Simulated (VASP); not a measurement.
Runs of VASP 6.6.1 on Si. The structure is that of space group P6/mmm (No. 191), or close to it. The cells are those of the table. This isn't the form of Si at room conditions, which is diamond.

| cell | gap on the mesh (eV) | pressure (GPa) | largest force (eV/Å) |
| --- | --- | --- | --- |
| a = 2.629, b = 2.629, c = 10.225 Å, angles 90.0, 90.0, 60.0°, 4 atoms | none | -2.1 | 0.51 |
| a = 2.629, b = 2.629, c = 15.975 Å, angles 90.0, 90.0, 60.0°, 4 atoms | none | - | 0.18 |
| a = 2.629, b = 2.629, c = 9.675 Å, angles 90.0, 90.0, 60.0°, 4 atoms | none | (a) | 2.44 |
| a = 2.629, b = 2.629, c = 9.825 Å, angles 90.0, 90.0, 60.0°, 4 atoms | none | 2.3 | 0.82 |

Alike in all rows: task single point; level r2SCAN; potentials or basis VASP PAW PBE potentials, release 64 (Si); no spin polarisation; k mesh 26 × 26 × 6; cutoff (eV) 520; smearing gaussian 0.15 eV.

Task: Estimate the missing entries.

Result: (a) 5.9.

Caveats: the PAW data sets were made with another functional, which shifts forces and pressure a little; the cell stands under pressure (at least some runs).

A gap of «none» marks levels without a gap at the run's occupations.
